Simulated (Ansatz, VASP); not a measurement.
One calculation of GaP, two programs

```
Ga P
1.0
     0.00000    2.72525    2.80701
     2.72525    0.00000    2.80701
     2.72525    2.72525    0.00000
Ga P
1 1
Cartesian
  0.0000 0.0000 0.0000
  1.3626 1.3626 1.4035
```

Change from the starting cell: z stretched by +3 %, ions relaxed.

Alike in both runs: task relaxation of the atoms; functional PBE; k mesh 14 × 14 × 14; occupations fermi-dirac, width 0.02 eV; no spin polarisation.

```csv
,VASP,Ansatz
version,VASP 6.6.1,Ansatz 0.2.0
potentials or method,"VASP PAW PBE potentials, release 64 (Ga_d, P)","plane-wave PAW, scalar-relativistic"
plane-wave cutoff (eV),520,420
valence electrons in the cell,18,18
```

```tsv
	VASP	Ansatz	Ansatz less VASP
gap on the k mesh at the Fermi level, each at its own relaxed structure (eV)	1.50	1.50	+0.001
```

Ansatz's warnings: stress scf threshold loose.

Noted on VASP's run: the relaxation stopped at its first step, so nothing moved.
